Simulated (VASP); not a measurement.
**MgO: single point with PBE**

**Experimental background.**

“Electronic structure of alkaline earth and post-transition metal oxides”, 2009, arxiv:0908.1581 quotes, for a bulk crystal of MgO: band gap 7.83 eV.

The system is MgO.

```
CELL_PARAMETERS angstrom
0.00000 2.11100 2.11100
2.11100 0.00000 2.11100
2.11100 2.11100 0.00000
ATOMIC_POSITIONS crystal
Mg 0.00000 0.00000 0.00000
O 0.50000 0.50000 0.50000
```

```yaml
Program: VASP 6.6.1
Task: single point
Functional: PBE
Potentials_or_basis: VASP PAW PBE potentials, release 64 (Mg, O)
Cutoff: 600 eV
k_mesh: 8 × 8 × 8
Occupations: fermi-dirac, width 0.1 eV
Spin: no spin polarisation
```

```
Pressure               : 2.5 GPa
Band gap on the k mesh : 4.66 eV, direct
```

Levels at points of the mesh, in eV from the valence-band top:
```
           k point  band 1  band 2  band 3  band 4  band 5  band 6  band 7  band 8
(0.00, 0.00, 0.00)  -17.23    0.00    0.00    0.00    4.66   15.76   15.76   15.76
(0.50, 0.00, 0.00)  -15.96   -4.59   -0.65   -0.65    7.85   12.53   16.24   16.24
(0.50, 0.50, 0.00)  -15.71   -4.05   -1.34   -1.34    9.11    9.89   13.02   18.86
```

Wall time 10 s on 1 thread of Intel Xeon 8259CL, with other jobs on the host, peak memory 0.14 GiB.

Measured gap of MgO: 7.83 eV (quoted in “Electronic structure of alkaline earth and post-transition metal oxides”, 2009, arxiv:0908.1581). This calculation gives 4.66 eV (-3.17 eV). The value is that of PBE, without temperature or zero-point motion. Semilocal functionals fall short of measured gaps as a rule.
